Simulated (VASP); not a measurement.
# Tl: single point with PBE

The system is Tl.

```xyz
1
Lattice="0.0000 2.4444 2.4444 2.4444 0.0000 2.4444 2.4444 2.4444 0.0000" Properties=species:S:1:pos:R:3 pbc="T T T"
Tl    0.0000    0.0000    0.0000
```

| Quantity | Value |
| --- | --- |
| Program | VASP 6.6.1 |
| Task | single point |
| Functional | PBE |
| Potentials or basis | VASP PAW PBE potentials, release 64 (Tl_d) |
| Cutoff | 520 eV |
| k mesh | 14 × 14 × 14 |
| Occupations | gaussian, width 0.05 eV |
| Spin | no spin polarisation |
| Dipole correction | no |
| Further INCAR settings | ALGO = Normal; EDIFF = 1e-06; NBANDS = 12 |

* Pressure: 2.0 GPa

Levels at points of the mesh, in eV from the Fermi level:
```csv
k point,band 3,band 4,band 5,band 6,band 7,band 8,band 9,band 10
"(0.00, 0.00, 0.00)",-11.57,-11.31,-11.31,-9.89,10.12,10.12,10.12,10.94
"(0.50, 0.00, 0.00)",-11.56,-11.07,-11.07,-5.31,-2.81,8.09,8.09,10.36
"(0.50, 0.50, 0.00)",-11.09,-11.01,-11.01,-3.64,-1.75,4.03,4.03,7.42
```

It took 19 s on 1 thread of Intel(R) Xeon(R) Platinum 8488C (Sapphire Rapids), with other jobs on the host, peak memory 0.18 GiB.

Caveat: spin-orbit coupling is left out, which moves the levels of the heavy elements.
